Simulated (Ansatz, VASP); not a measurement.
## Two plane-wave programs on SbS5

```
Sb S
1.0
     0.00000    3.78819    3.78819
     3.78819    0.00000    3.78819
     3.78819    3.78819    0.00000
Sb S
1 5
Direct
  0.00000 0.00000 0.00000
  0.75000 0.75000 0.75000
  0.38238 0.38238 0.85286
  0.38238 0.85286 0.38238
  0.38238 0.38238 0.38238
  0.85286 0.38238 0.38238
```

Change from the starting cell: species swapped into the ZrNi5 type (F-43m, No. 216).

Alike in both runs: functional PBE; k mesh 8 × 8 × 8; occupations gaussian, width 0.1 eV; no spin polarisation.

Ansatz relaxed the structure, and its values are those at the end. VASP's run is a single point on that final structure, the one shown.

|  | VASP | Ansatz |
| --- | --- | --- |
| version | VASP 6.6.1 | Ansatz 0.2.0 |
| potentials or method | VASP PAW PBE potentials, release 64 (Sb, S), cutoff 520 eV | scalar-relativistic, plane waves, PAW |
| valence electrons in the cell | 35 | 45 |

Ansatz gave:

- gap on the k mesh at the Fermi level (eV): none
- pressure (GPa): 0.0
- rms of the force components (eV/Å): 0.000

Task: What did VASP give for the same quantities?

Result: gap on the k mesh at the Fermi level (eV): none; pressure (GPa): -0.3; rms of the force components (eV/Å): 0.012.

A gap of «none» marks a metal or a gap that the smearing closes. The functional is the same, so the differences come from potentials, cutoffs and numerics. VASP's potentials hold 35 valence electrons a cell and Ansatz's 45, so a difference there can come from the potentials and not from the codes.

Spin-orbit coupling is off throughout.
